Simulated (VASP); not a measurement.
Here is a VASP 6.6.1 calculation.

Contents of INCAR:

```
SYSTEM = B2W
  PREC = Accurate
  ENCUT = 500
  EDIFF = 1E-6
  ISMEAR = 1
  SIGMA = 0.05
  LREAL = .FALSE.
  LASPH = .TRUE.
  NELM = 120
  ALGO = Normal
  ISIF = 2
  LWAVE = .FALSE.
  LCHARG = .FALSE.
  GGA = CA
  NBANDS = 17
  GGA_COMPAT = .FALSE.
```

The input KPOINTS:

```
regular mesh
0
G
  8 8 7
  0 0 0
```

POSCAR

```
B2W
1.0
    3.0200000000      0.0000000000      0.0000000000
   -1.5100000000      2.6154000000      0.0000000000
    0.0000000000      0.0000000000      3.0500000000
B W
2 1
Direct
    0.3333333333      0.6666666667      0.5000000000
    0.6666666667      0.3333333333      0.5000000000
    0.0000000000      0.0000000000      0.0000000000
```

Potentials or basis: VASP PAW LDA potentials, release 64 (B, W_sv).

Launch:

```console
$ cat potpaw_LDA.64/B/POTCAR potpaw_LDA.64/W_sv/POTCAR > POTCAR
$ mpirun -np 1 vasp_std > vasp.out
```

Task: Predict the band gap on the k mesh.

Result: Zero (bands 10 and 11 overlap by 3.54 eV).

Task: Predict the pressure.

Result: 24.4 GPa.

Stress tensor (GPa, compression positive):
```
18.72  0.00  0.00
 0.00 18.72  0.00
 0.00  0.00 35.72
```

Caveat: the cell stands under pressure; spin-orbit coupling is left out, which moves the levels of the heavy elements.
